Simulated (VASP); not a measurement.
Na: relaxation of cell and atoms with PBEsol

The system is Na.

```
CELL_PARAMETERS angstrom
2.64035 0.00000 0.00000
0.00000 2.64035 0.00000
0.00000 0.00000 2.64035
ATOMIC_POSITIONS crystal
Na 0.00000 0.00000 0.00000
```

This isn't the form of Na at room conditions, which is bcc.

- Program: VASP 6.6.1
- Task: relaxation of cell and atoms
- Functional: PBEsol
- Potentials or basis: VASP PAW PBE potentials, release 64 (Na_pv)
- Cutoff: 500 eV
- k mesh: 14 × 14 × 14
- Occupations: fermi-dirac, width 0.1 eV
- Spin: no spin polarisation
- Target pressure: 19 GPa
- Dipole correction: no
- Further INCAR settings: ALGO = Normal; EDIFF = 1e-07; IBRION = 2; EDIFFG = -0.005; NSW = 32; ISIF = 3

```json
{"Relaxed volume": "18.42 Å³/atom", "Relaxed cell": "a = 2.641 Å, b = 2.641 Å, c = 2.641 Å, α = 90.00°, β = 90.00°, γ = 90.00°", "Space group after relaxing (to 0.1 Å)": "Pm-3m (No. 221)", "Energy change on relaxing (the run minimises the enthalpy)": "-1.7 meV/atom", "Ionic steps": "2", "Pressure after relaxing": "19.0 GPa", "Band gap on the k mesh": "zero (an odd number of electrons rules out a gap without spin polarisation)"}
```

The path:
```tsv
step	energy change (eV)	largest force (eV/Å)	pressure (GPa)	volume (Å³)
1	0.0000	0.0000	19.05	18.41
2	-0.0017	0.0000	18.98	18.42
```

Final structure:
```xyz
1
Lattice="2.6411 0.0000 0.0000 0.0000 2.6411 0.0000 0.0000 0.0000 2.6411" Properties=species:S:1:pos:R:3 pbc="T T T"
Na    0.0000    0.0000    0.0000
```

Levels at points of the mesh, in eV from the Fermi level:
| k point | band 1 | band 2 | band 3 | band 4 | band 5 | band 6 |
| --- | --- | --- | --- | --- | --- | --- |
| (0.00, 0.00, 0.00) | -25.04 | -25.04 | -25.04 | -5.05 | 11.91 | 11.91 |
| (0.50, 0.00, 0.00) | -25.51 | -25.00 | -25.00 | -0.23 | 1.08 | 15.68 |
| (0.50, 0.50, 0.00) | -25.42 | -25.42 | -24.96 | 3.45 | 5.16 | 5.16 |
| (0.50, 0.50, 0.50) | -25.35 | -25.35 | -25.35 | 7.91 | 7.91 | 7.91 |

Run time: 7.2 s on 1 thread of Intel(R) Xeon(R) Platinum 8488C (Sapphire Rapids), with other jobs on the host, peak memory 0.12 GiB.

Caveat: the cell is relaxed towards a set pressure, so the run minimises the enthalpy, not the energy; the PAW data sets were made with another functional, which shifts forces and pressure a little.
